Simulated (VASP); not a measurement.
# InH (P6_3/mmc) in VASP: further runs

The runs below take InH through single point, with PBE.

Program: VASP 6.6.1. These are calculated values, not measurements. Logs are shortened: lines on timing, memory, paths and dates and some standing lists are left out, and cuts for length are marked.

## (1) The cell of the first run

Symmetry: P6_3/mmc, No. 194, hexagonal system. The conventional cell has a = 3.296 Å, b = 3.296 Å, c = 13.947 Å, α = 90.00°, β = 90.00°, γ = 120.00°. Within 2.6 Å of In (site symmetry -3m) lie 2 H at 1.96 Å. Within 3.3 Å of In (site symmetry -6m2) lie 6 H at 2.44 Å and 6 In at 3.30 Å. Within 2.6 Å of H (site symmetry 3m) lie 4 In at 1.96 to 2.44 Å.

## (2) Single point, PBE

INCAR

```
SYSTEM = InH
PREC = Accurate
ENCUT = 500
EDIFF = 1E-6
ISMEAR = 0
SIGMA = 0.1
LREAL = .FALSE.
LASPH = .TRUE.
NELM = 120
ALGO = Normal
ISIF = 2
LWAVE = .FALSE.
LCHARG = .TRUE.
GGA = PE
LELF = .TRUE.
LVHAR = .TRUE.
NBANDS = 38
GGA_COMPAT = .FALSE.
```

KPOINTS

```
Automatic mesh
0
G
  12 12 4
  0 0 0
```

POSCAR

```
InH
1.0
    3.2962554789      0.0000000000      0.0000000000
   -1.6481277394      2.8546409821      0.0000000000
    0.0000000000      0.0000000000     13.9472085894
In H
4 4
Direct
    0.0000000000      1.0000000000      0.0000000000
    0.3333333333      0.6666666667      0.2500000000
    0.0000000000      1.0000000000      0.5000000000
    0.6666666667      0.3333333333      0.7500000000
    0.0000000000      0.0000000000      0.8595906850
    0.0000000000      0.0000000000      0.1404093150
    0.0000000000      0.0000000000      0.3595906850
    0.0000000000      0.0000000000      0.6404093150
```

Potentials or basis: VASP PAW PBE potentials, release 64 (In_d, H).

On the command line:

```
cat potpaw_PBE.64/In_d/POTCAR potpaw_PBE.64/H/POTCAR > POTCAR
mpirun -np 1 vasp_std > vasp.out
```

OUTCAR:

```text
SYSTEM = InH
   PREC = Accurate
   ENCUT = 500
   EDIFF = 1E-6
   ISMEAR = 0
   LREAL = .FALSE.
   LASPH = .TRUE.
   NELM = 120
   ISIF = 2
   GGA = PE

 ion  position               nearest neighbor table
   1  0.000  0.000  0.000-   5 1.96   6 1.96   2 3.97   4 3.97   2 3.97   4 3.97   4 3.97   2 3.97

   2  0.333  0.667  0.250-   6 2.44   7 2.44   6 2.44   7 2.44   6 2.44   7 2.44   1 3.97   3 3.97
                             1 3.97   3 3.97   1 3.97   3 3.97
   3  0.000  0.000  0.500-   7 1.96   8 1.96   2 3.97   4 3.97   2 3.97   4 3.97   4 3.97   2 3.97

   4  0.667  0.333  0.750-   5 2.44   8 2.44   5 2.44   8 2.44   5 2.44   8 2.44   1 3.97   3 3.97
                             1 3.97   3 3.97   1 3.97   3 3.97
   5  0.000  0.000  0.860-   1 1.96   4 2.44   4 2.44   4 2.44
   6  0.000  0.000  0.140-   1 1.96   2 2.44   2 2.44   2 2.44
   7  0.000  0.000  0.360-   3 1.96   2 2.44   2 2.44   2 2.44
   8  0.000  0.000  0.640-   3 1.96   4 2.44   4 2.44   4 2.44

  LATTYP: Found a hexagonal cell.
 ALAT       =     3.2962554789
 C/A-ratio  =     4.2312280340

  Lattice vectors:

 A1 = (   3.2962554789,   0.0000000000,   0.0000000000)
 A2 = (  -1.6481277394,   2.8546409821,   0.0000000000)
 A3 = (   0.0000000000,   0.0000000000,  13.9472085894)

Analysis of symmetry for initial positions (statically):
=====================================================================
 Subroutine PRICEL returns:
 Original cell was already a primitive cell.

 Routine SETGRP: Setting up the symmetry group for a
 hexagonal supercell.

 Subroutine GETGRP returns: Found 24 space group operations
 (whereof 12 operations were pure point group operations)
 out of a pool of 24 trial point group operations.

The static configuration has the point symmetry D_3d.
 The point group associated with its full space group is D_6h.

Analysis of symmetry for dynamics (positions and initial velocities):
=====================================================================
 Subroutine PRICEL returns:
 Original cell was already a primitive cell.

 Routine SETGRP: Setting up the symmetry group for a
 hexagonal supercell.

 Subroutine GETGRP returns: Found 24 space group operations
 (whereof 12 operations were pure point group operations)
 out of a pool of 24 trial point group operations.

The dynamic configuration has the point symmetry D_3d.
 The point group associated with its full space group is D_6h.

 Subroutine INISYM returns: Found 24 space group operations
 (whereof 12 operations are pure point group operations),
[... 113 lines left out ...]
   NFREE  =      0    steps in history (QN), initial steepest desc. (CG)
   ISIF   =      2    stress and relaxation
   ISYM   =      2    0-nonsym 1-usesym 2-fastsym
   POTIM  = 0.5000    time-step for ionic-motion
   TEBEG  =    0.0;   TEEND  =   0.0 temperature during run
   PSTRESS=    0.0 pullay stress
   NELECT =      56.0000    total number of electrons
   NUPDOWN=      -1.0000    fix difference up-down
   EMIN   =  10.00;   EMAX   =-10.00  energy-range for DOS
   EFERMI =   0.00;   METHOD = LEGACY
   ISMEAR =     0;   SIGMA  =   0.10  broadening in eV -4-tet -1-fermi 0-gaus
   EFERMI_NEDOS =   21; number of points for ismear=-14 and -15
   IALGO  =     38    algorithm
   IMIX   =      4    mixing-type and parameters
     AMIX     =   0.40;   BMIX     =  1.00
     AMIX_MAG =   1.60;   BMIX_MAG =  1.00
  volume/ion in A,a.u.               =      16.40       110.70
  Fermi-wavevector in a.u.,A,eV,Ry     =   1.232493  2.329073 20.667764  1.519038
  Thomas-Fermi vector in A             =   2.367260
   LORBIT       =      0    0 simple, 1 ext, 2 COOP (PROOUT), +10 PAW based schemes
   GGA     = PE    functional components
   LHFCALC =     F    Hartree Fock is set to
   AEXX    =    0.0000 exact exchange contribution
   IVDW    =     0    specifies the selected vdW correction
   LEPSILON=     F    determine dielectric tensor
   LRPA    =     F    only Hartree local field effects (RPA)
 non-spin polarized calculation
 Gauss-broadening in eV      SIGMA  =   0.10
  energy-cutoff  :      500.00
  volume of cell :      131.24
 maximum number of plane-waves:      3384
   NGX = 13   NGY = 13   NGZ = 51

 number of electron      55.9999996 magnetization

 Free energy of the ion-electron system (eV)
  ---------------------------------------------------
  ext. energy  EPLUGINS =         0.00000000
  ---------------------------------------------------
  free energy    TOTEN  =       -20.83764520 eV

  energy without entropy =      -20.82926946  energy(sigma->0) =      -20.83345733

 E-fermi :   5.6867     XC(G=0):  -9.6700

 val. band max:        5.6672175358   @ k =   0.4167   0.0000   0.5000
 cond. band min:       5.7494005529   @ k =   0.5000   0.0000   0.2500
 fundamental gap:      0.0821830170
 Fermi energy:         5.6866594951

 k-point     1 :       0.0000    0.0000    0.0000
  band No.  band energies     occupation
      1      -9.0513      2.00000
      2      -9.0398      2.00000
      3      -8.9992      2.00000
      4      -8.9939      2.00000
      5      -8.9219      2.00000
      6      -8.9219      2.00000
[... 973 lines left out ...]
     37      11.8652      0.00000
     38      12.1238      0.00000

 [... further k-points ...]

------------------------ aborting loop because EDIFF is reached ----------------------------------------

  FORCE on cell =-STRESS in cart. coord.  units (eV):
  Direction    XX          YY          ZZ          XY          YZ          ZX
  --------------------------------------------------------------------------------------
  -------------------------------------------------------------------------------------
  Total       -0.0935929     -0.0935929     -0.0590857     -0.0000000      0.0000000      0.0000000
  in kB       -1.1425993     -1.1425993     -0.7213287     -0.0000000      0.0000000      0.0000000
  external PRESSURE =      -1.0021758 kB  Pullay stress =       0.0000000 kB

 VOLUME and BASIS-vectors are now :
 -----------------------------------------------------------------------------
  energy-cutoff  :      500.00
  volume of cell :      131.24
      direct lattice vectors                 reciprocal lattice vectors
     3.296255479  0.000000000  0.000000000     0.303374543  0.175153374  0.000000000
    -1.648127739  2.854640982  0.000000000     0.000000000  0.350306748  0.000000000
     0.000000000  0.000000000 13.947208589     0.000000000  0.000000000  0.071698935

 POSITION                                       TOTAL-FORCE (eV/Angst)
 -----------------------------------------------------------------------------------
      0.00000      0.00000      0.00000         0.000000     -0.000000     -0.000000
     -0.00000      1.90309      3.48680         0.000000     -0.000000     -0.000000
      0.00000      0.00000      6.97360         0.000000     -0.000000     -0.000000
      1.64813      0.95155     10.46041        -0.000000      0.000000     -0.000000
      0.00000      0.00000     11.98889         0.000000      0.000000     -0.002264
      0.00000      0.00000      1.95832        -0.000000     -0.000000      0.002264
      0.00000      0.00000      5.01529         0.000000     -0.000000     -0.002264
      0.00000      0.00000      8.93192         0.000000      0.000000      0.002264
 -----------------------------------------------------------------------------------
    total drift:                               -0.000000      0.000000      0.000000

  FREE ENERGIE OF THE ION-ELECTRON SYSTEM (eV)
  ---------------------------------------------------
  free  energy   TOTEN  =       -20.8376452007 eV

  energy  without entropy=      -20.8292694581  energy(sigma->0) =      -20.83345733
```

OSZICAR:

```text
N       E                     dE             d eps       ncg     rms          rms(c)
DAV:   1     0.536642824817E+03    0.53664E+03   -0.25676E+04  4332   0.185E+03
DAV:   2     0.390954299428E+02   -0.49755E+03   -0.48658E+03  4332   0.464E+02
DAV:   3    -0.190170887807E+02   -0.58113E+02   -0.57087E+02  4988   0.177E+02
DAV:   4    -0.217495767317E+02   -0.27325E+01   -0.27234E+01  5166   0.409E+01
DAV:   5    -0.218784639024E+02   -0.12889E+00   -0.12886E+00  6674   0.734E+00    0.731E+00
DAV:   6    -0.209428344856E+02    0.93563E+00   -0.95337E-01  5840   0.925E+00    0.364E+00
DAV:   7    -0.208333974264E+02    0.10944E+00   -0.98596E-01  5872   0.513E+00    0.850E-01
DAV:   8    -0.208361627036E+02   -0.27653E-02   -0.13480E-01  5118   0.297E+00    0.382E-01
DAV:   9    -0.208368964458E+02   -0.73374E-03   -0.77214E-03  5346   0.668E-01    0.312E-01
DAV:  10    -0.208373228262E+02   -0.42638E-03   -0.14311E-03  6720   0.230E-01    0.271E-01
DAV:  11    -0.208376534152E+02   -0.33059E-03   -0.58635E-04  4904   0.262E-01    0.409E-01
DAV:  12    -0.208376428459E+02    0.10569E-04   -0.10765E-04  5348   0.171E-01    0.590E-02
DAV:  13    -0.208376442650E+02   -0.14191E-05   -0.13241E-05  5036   0.277E-02    0.226E-02
DAV:  14    -0.208376452007E+02   -0.93572E-06   -0.92470E-07  3100   0.638E-03
   1 F= -.20837645E+02 E0= -.20833457E+02  d E =-.837574E-02
```

stdout:

```text
POSCAR found type information on POSCAR InH
 POSCAR found :  2 types and       8 ions
 scaLAPACK will be used
 LDA part: xc-table for (Slater+PW92), standard interpolation
 POSCAR, INCAR and KPOINTS ok, starting setup
 FFT: planning ... GRIDC
 FFT: planning ... GRID_SOFT
 FFT: planning ... GRID
 WAVECAR not read
 entering main loop
```

Wall time 96 s (1 thread of Intel Xeon 6975P-C (Granite Rapids), shared host); peak memory 0.35 GiB.

Results:

- Free energy: -20.8376 eV
- Pressure: -0.1 GPa
- Band gap on the k mesh: zero (bands 28 and 29 overlap by 3.67 eV)

Forces in eV/Å, atoms in the order of the input:
```
In   0.000  0.000  0.000
In   0.000  0.000  0.000
In   0.000  0.000  0.000
In   0.000  0.000  0.000
H    0.000  0.000 -0.002
H    0.000  0.000  0.002
H    0.000  0.000 -0.002
H    0.000  0.000  0.002
```

Caveat: spin-orbit coupling is left out, which moves the levels of the heavy elements.

## (3) Single point, PBE

This run uses another cell than the first one, of 16.70 Å³/atom.

INCAR

```
SYSTEM = InH
PREC = Accurate
ENCUT = 500
EDIFF = 1E-6
ISMEAR = 0
SIGMA = 0.1
LREAL = .False.
LASPH = .True.
NELM = 120
ALGO = Normal
ISIF = 2
LWAVE = .False.
LCHARG = .False.
GGA = PE
NBANDS = 38
GGA_COMPAT = .False.
```

KPOINTS

```
Automatic mesh
0
Gamma
  12 12 4
  0 0 0
```

POSCAR

```
InH
1.0
    3.4774626492      0.0000000000      0.0000000000
   -1.7387313246      3.0115709949      0.0000000000
    0.0000000000      0.0000000000     12.7556545070
In H
4 4
Direct
    0.0000000000      1.0000000000      0.0000000000
    0.3333333333      0.6666666667      0.2500000000
    0.0000000000      1.0000000000      0.5000000000
    0.6666666667      0.3333333333      0.7500000000
    0.3333333333      0.6666666667      0.5719262061
    0.6666666667      0.3333333333      0.4280737939
    0.6666666667      0.3333333333      0.0719262061
    0.3333333333      0.6666666667      0.9280737939
```

Potentials or basis: VASP PAW PBE potentials, release 64 (In_d, H).

On the command line:

```
cat potpaw_PBE.64/In_d/POTCAR potpaw_PBE.64/H/POTCAR > POTCAR
mpirun -np 1 vasp_std > vasp.out
```

It took 1.9 min on 1 thread of Intel Xeon 6975P-C (Granite Rapids), shared host; peak memory 0.37 GiB.

The run converged. Its results:

```yaml
Free_energy: -20.4612 eV
Pressure: -0.1 GPa
Band_gap_on_the_k_mesh: zero (bands 28 and 29 overlap by 3.59 eV)
```

Levels at points of the mesh, in eV from the Fermi level:
| k point | band 26 | band 27 | band 28 | band 29 | band 30 | band 31 |
| --- | --- | --- | --- | --- | --- | --- |
| (0.00, 0.00, 0.00) | -2.61 | 0.69 | 2.36 | 5.34 | 5.43 | 5.71 |
| (0.50, 0.00, 0.00) | -3.40 | -1.61 | -1.05 | -1.03 | 0.16 | 0.60 |
| (0.00, 0.00, 0.50) | -3.79 | 1.67 | 1.67 | 5.49 | 5.49 | 6.04 |
| (0.50, 0.00, 0.50) | -3.49 | -1.75 | -1.75 | -0.11 | -0.11 | 1.61 |

Caveat: spin-orbit coupling is left out, which moves the levels of the heavy elements.
